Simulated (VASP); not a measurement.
# Li2SiN3 (P-6m2) in VASP: single point with PBE

Aim: the single point of Li2SiN3 with PBE.

Everything below comes from runs of VASP 6.6.1. Logs are shortened: lines on timing, memory, paths and dates and some standing lists are left out, and cuts for length are marked.

## (1) The cell of the first run

It takes space group P-6m2 (No. 187, hexagonal). Conventional cell: a = 3.151 Å, b = 3.151 Å, c = 7.763 Å, α = 90.00°, β = 90.00°, γ = 120.00°. Li (site symmetry 3m) has 6 N at 2.24 Å and 1 Li at 2.62 Å within 3.0 Å. Within 2.4 Å of Si (site symmetry -6m2) lie 3 N at 1.82 Å. N (site symmetry -6m2) has 3 N at 1.82 Å and 6 Li at 2.24 Å within 2.4 Å. Within 2.4 Å of N (site symmetry -6m2) lie 3 Si at 1.82 Å. Within 2.4 Å of N (site symmetry -6m2) lie 3 N at 1.82 Å and 6 Li at 2.24 Å.

## (2) Single point, PBE, collinear spin, ferromagnetic start

Contents of INCAR:

```
PREC     = Accurate       # precision mode
ENCUT    = 520            # plane-wave cutoff, eV
EDIFF    = 1E-6           # SCF threshold, eV
ISMEAR   = 0              # smearing method
SIGMA    = 0.1            # smearing width, eV
LREAL    = F              # projectors in reciprocal space
LASPH    = T              # aspherical terms in the spheres
NELM     = 150            # most SCF steps
ALGO     = Normal         # electronic algorithm
ISIF     = 2              # what is computed and relaxed
LWAVE    = F              # write WAVECAR
LCHARG   = T              # write CHGCAR
ISPIN    = 2              # spin polarisation
MAGMOM   = 0 0 0 1 1 1    # initial moments
LORBIT   = 11             # projections on sites
GGA      = PE             # functional
LELF     = T              # ELF
LVHAR    = T            
NBANDS   = 26             # bands
```

Contents of KPOINTS:

```
Automatic mesh
0
Gamma
  6 6 2
```

Contents of POSCAR:

```
Li2SiN3
1.0
    3.1507481253      0.0000000000      0.0000000000
   -1.5753740627      2.7286279175      0.0000000000
    0.0000000000      0.0000000000      7.7625296832
Li Si N
2 1 3
Direct
    0.6666666667      0.3333333333      0.3311565187
    0.6666666667      0.3333333333      0.6688434813
    0.0000000000      0.0000000000      0.0000000000
    0.0000000000      0.0000000000      0.5000000000
    0.3333333333      0.6666666667      0.0000000000
    0.3333333333      0.6666666667      0.5000000000
```

Potentials or basis: VASP PAW PBE potentials, release 64 (Li_sv, Si, N).

Run with:

```
$ cat potpaw_PBE.64/Li_sv/POTCAR potpaw_PBE.64/Si/POTCAR potpaw_PBE.64/N/POTCAR > POTCAR
$ mpirun -np 1 vasp_std > vasp.out
```

OUTCAR:

```text
PREC = Accurate
   ENCUT = 520
   EDIFF = 1E-6
   ISMEAR = 0
   LREAL = F
   LASPH = T
   NELM = 150
   ISIF = 2
   ISPIN = 2
   LORBIT = 11
   GGA = PE

 ion  position               nearest neighbor table
   1  0.667  0.333  0.331-
   2  0.667  0.333  0.669-
   3  0.000  0.000  0.000-   5 1.82   5 1.82   5 1.82
   4  0.000  0.000  0.500-
   5  0.333  0.667  0.000-   3 1.82   3 1.82   3 1.82
   6  0.333  0.667  0.500-

  LATTYP: Found a hexagonal cell.
 ALAT       =     3.1507481253
 C/A-ratio  =     2.4637100062

  Lattice vectors:

 A1 = (   3.1507481253,   0.0000000000,   0.0000000000)
 A2 = (  -1.5753740627,   2.7286279175,   0.0000000000)
 A3 = (   0.0000000000,   0.0000000000,   7.7625296832)

Analysis of symmetry for initial positions (statically):
=====================================================================
 Subroutine PRICEL returns:
 Original cell was already a primitive cell.

 Routine SETGRP: Setting up the symmetry group for a
 hexagonal supercell.

 Subroutine GETGRP returns: Found 12 space group operations
 (whereof 12 operations were pure point group operations)
 out of a pool of 24 trial point group operations.

The static configuration has the point symmetry D_3h.

Analysis of symmetry for dynamics (positions and initial velocities):
=====================================================================
 Subroutine PRICEL returns:
 Original cell was already a primitive cell.

 Routine SETGRP: Setting up the symmetry group for a
 hexagonal supercell.

 Subroutine GETGRP returns: Found 12 space group operations
 (whereof 12 operations were pure point group operations)
 out of a pool of 24 trial point group operations.

The dynamic configuration has the point symmetry D_3h.

Analysis of structural, dynamic, and magnetic symmetry:
=====================================================================
 Subroutine PRICEL returns:
 Original cell was already a primitive cell.

 Routine SETGRP: Setting up the symmetry group for a
 hexagonal supercell.

 Subroutine GETGRP returns: Found 12 space group operations
 (whereof 12 operations were pure point group operations)
 out of a pool of 24 trial point group operations.

The overall configuration has the point symmetry D_3h.

 Subroutine INISYM returns: Found 12 space group operations
 (whereof 12 operations are pure point group operations),
 and found     1 'primitive' translations

[... 125 lines left out ...]
  volume of cell :       66.74
 maximum number of plane-waves:      1812
 NGX is ok and might be reduce to    24
   NGX = 11   NGY = 11   NGZ = 29

 number of electron      25.0000002 magnetization       0.5314033

 Free energy of the ion-electron system (eV)
  ---------------------------------------------------
  ext. energy  EPLUGINS =         0.00000000
  ---------------------------------------------------
  free energy    TOTEN  =       -30.65051055 eV

  energy without entropy =      -30.63886230  energy(sigma->0) =      -30.64468642

 E-fermi :   5.3035     XC(G=0):  -9.7426

 val. band max:        5.2393506938   @ k =   0.3333   0.3333   0.5000
 cond. band min:       5.3217749645   @ k =   0.5000   0.0000   0.5000
 fundamental gap:      0.0824242707
 Fermi energy:         5.3034609820

 spin component 1

 k-point     1 :       0.0000    0.0000    0.0000
  band No.  band energies     occupation
      1     -41.2684      1.00000
      2     -41.2491      1.00000
      3     -13.7011      1.00000
      4     -13.5442      1.00000
      5      -2.4178      1.00000
      6      -2.2263      1.00000
[... 367 lines left out ...]
     23      13.9754      0.00000
     24      14.2034      0.00000
 Fermi energy:         5.3034609820

 spin component 2

 k-point     1 :       0.0000    0.0000    0.0000
  band No.  band energies     occupation
      1     -41.2616      1.00000
      2     -41.2423      1.00000
      3     -13.5975      1.00000
      4     -13.5178      1.00000
      5      -2.4030      1.00000
      6      -1.9387      1.00000
[... 367 lines left out ...]
     23      14.1340      0.00000
     24      14.3442      0.00000
 [bands above 24 left out]

------------------------ aborting loop because EDIFF is reached ----------------------------------------

  FORCE on cell =-STRESS in cart. coord.  units (eV):
  Direction    XX          YY          ZZ          XY          YZ          ZX
  --------------------------------------------------------------------------------------
  -------------------------------------------------------------------------------------
  Total       -0.1429707     -0.1429707      0.2277664      0.0000000      0.0000000      0.0000000
  in kB       -3.4323876     -3.4323876      5.4681316      0.0000000      0.0000000      0.0000000
  external PRESSURE =      -0.4655478 kB  Pullay stress =       0.0000000 kB

 VOLUME and BASIS-vectors are now :
 -----------------------------------------------------------------------------
  energy-cutoff  :      520.00
  volume of cell :       66.74
      direct lattice vectors                 reciprocal lattice vectors
     3.150748125  0.000000000  0.000000000     0.317384939  0.183242280  0.000000000
    -1.575374063  2.728627917  0.000000000     0.000000000  0.366484559  0.000000000
     0.000000000  0.000000000  7.762529683     0.000000000  0.000000000  0.128823984

 POSITION                                       TOTAL-FORCE (eV/Angst)
 -----------------------------------------------------------------------------------
      1.57537      0.90954      2.57061        -0.000000      0.000000      0.040854
      1.57537      0.90954      5.19192        -0.000000      0.000000     -0.040854
      0.00000      0.00000      0.00000         0.000000     -0.000000      0.000000
      0.00000      0.00000      3.88126        -0.000000      0.000000      0.000000
     -0.00000      1.81909      0.00000        -0.000000      0.000000      0.000000
     -0.00000      1.81909      3.88126         0.000000      0.000000      0.000000
 -----------------------------------------------------------------------------------
    total drift:                               -0.000000      0.000000     -0.000000

  FREE ENERGIE OF THE ION-ELECTRON SYSTEM (eV)
  ---------------------------------------------------
  free  energy   TOTEN  =       -30.6505105465 eV

  energy  without entropy=      -30.6388623016  energy(sigma->0) =      -30.64468642

 total charge

# of ion       s       p       d       tot
------------------------------------------
    1        2.013   0.049   0.000   2.062
    2        2.013   0.049   0.000   2.062
    3        0.719   0.850   0.000   1.570
    4        1.369   2.114   0.000   3.482
    5        1.299   2.459   0.000   3.758
    6        1.367   2.124   0.000   3.490
--------------------------------------------------
tot          8.781   7.645   0.000  16.425

 magnetization (x)

# of ion       s       p       d       tot
------------------------------------------
    1        0.001   0.002   0.000   0.003
    2        0.001   0.002   0.000   0.003
    3        0.030   0.110   0.000   0.140
    4        0.001   0.014   0.000   0.015
    5        0.015   0.019   0.000   0.034
    6        0.000  -0.002   0.000  -0.002
--------------------------------------------------
tot          0.047   0.145   0.000   0.192
```

OSZICAR:

```text
N       E                     dE             d eps       ncg     rms          rms(c)
DAV:   1     0.128531626723E+03    0.12853E+03   -0.11214E+04  1456   0.953E+02
DAV:   2    -0.198190707288E+02   -0.14835E+03   -0.13918E+03  1836   0.240E+02
DAV:   3    -0.337585113533E+02   -0.13939E+02   -0.13761E+02  2390   0.586E+01
DAV:   4    -0.342649167663E+02   -0.50641E+00   -0.50330E+00  1992   0.104E+01
DAV:   5    -0.342753939358E+02   -0.10477E-01   -0.10476E-01  1958   0.138E+00    0.131E+01
DAV:   6    -0.328701981254E+02    0.14052E+01   -0.65241E+01  1768   0.147E+01    0.111E+01
DAV:   7    -0.306304784941E+02    0.22397E+01   -0.31997E+01  1804   0.866E+00    0.493E+00
DAV:   8    -0.306109120100E+02    0.19566E-01   -0.43866E-01  1772   0.314E+00    0.272E+00
DAV:   9    -0.306326174354E+02   -0.21705E-01   -0.16540E-01  1788   0.204E+00    0.116E+00
DAV:  10    -0.306491131065E+02   -0.16496E-01   -0.37401E-02  1784   0.105E+00    0.485E-01
DAV:  11    -0.306502363013E+02   -0.11232E-02   -0.11565E-02  1734   0.507E-01    0.175E-01
DAV:  12    -0.306505737854E+02   -0.33748E-03   -0.23643E-03  1906   0.221E-01    0.873E-02
DAV:  13    -0.306505854448E+02   -0.11659E-04   -0.58343E-04  1858   0.111E-01    0.453E-02
DAV:  14    -0.306505166974E+02    0.68747E-04   -0.45390E-04  1854   0.770E-02    0.255E-02
DAV:  15    -0.306505081754E+02    0.85219E-05   -0.13782E-04  1988   0.426E-02    0.114E-02
DAV:  16    -0.306505099500E+02   -0.17745E-05   -0.18420E-05  1964   0.187E-02    0.523E-03
DAV:  17    -0.306505105465E+02   -0.59655E-06   -0.15764E-06  1674   0.643E-03
   1 F= -.30650511E+02 E0= -.30644686E+02  d E =-.116482E-01  mag=     0.5319
```

stdout:

```text
POSCAR found type information on POSCAR LiSiN
 POSCAR found :  3 types and       6 ions
 scaLAPACK will be used
 LDA part: xc-table for (Slater+PW92), standard interpolation
 POSCAR, INCAR and KPOINTS ok, starting setup
 FFT: planning ... GRIDC
 FFT: planning ... GRID_SOFT
 FFT: planning ... GRID
 WAVECAR not read
 entering main loop
```

Wall time 86 s (1 thread of Intel Xeon 6975P-C, shared host); peak memory 0.21 GiB.

Results:

```yaml
Free_energy: -30.6505 eV
Largest_force: 0.041 eV/Å
Net_moment: 0.53 μB per cell
Site_moments: Li +0.00; Si +0.14; N +0.01, +0.03, -0.00 μB
Valence_electrons_inside_the_program's_atomic_spheres: Li 2.06; Si 1.57; N 3.48, 3.76, 3.49
```

Forces on the atoms (eV/Å):
```
Li   0.000  0.000  0.041
Li   0.000  0.000 -0.041
Si   0.000  0.000  0.000
N    0.000  0.000  0.000
N    0.000  0.000  0.000
N    0.000  0.000  0.000
```

Levels at points of the mesh, in eV from the Fermi level:
Spin up:
```csv
k point,band 10,band 11,band 12,band 13,band 14,band 15
"(0.00, 0.00, 0.00)",-5.16,-5.16,-2.83,0.85,0.85,1.41
"(0.50, 0.00, 0.00)",-4.01,-3.11,-1.84,-0.59,-0.55,3.00
"(0.00, 0.00, 0.50)",-5.16,-5.16,-2.47,0.85,0.85,1.43
"(0.50, 0.00, 0.50)",-4.32,-3.11,-1.68,-1.02,-0.42,3.39
```
Spin down:
```
           k point  band 10  band 11  band 12  band 13  band 14  band 15
(0.00, 0.00, 0.00)    -5.15    -5.15    -2.32     0.85     0.85     1.44
(0.50, 0.00, 0.00)    -3.96    -3.10    -1.74    -0.13     0.04     3.35
(0.00, 0.00, 0.50)    -5.16    -5.16    -1.97     0.85     0.85     1.45
(0.50, 0.00, 0.50)    -4.29    -3.10    -1.65    -0.35     0.02     3.70
```

Caveat: the k points lie up to 0.40 Å⁻¹ apart; the cutoff is under 1.25 times the usual one of these potentials, so pressure, stress and relaxed cells hold a basis-set (Pulay) error.
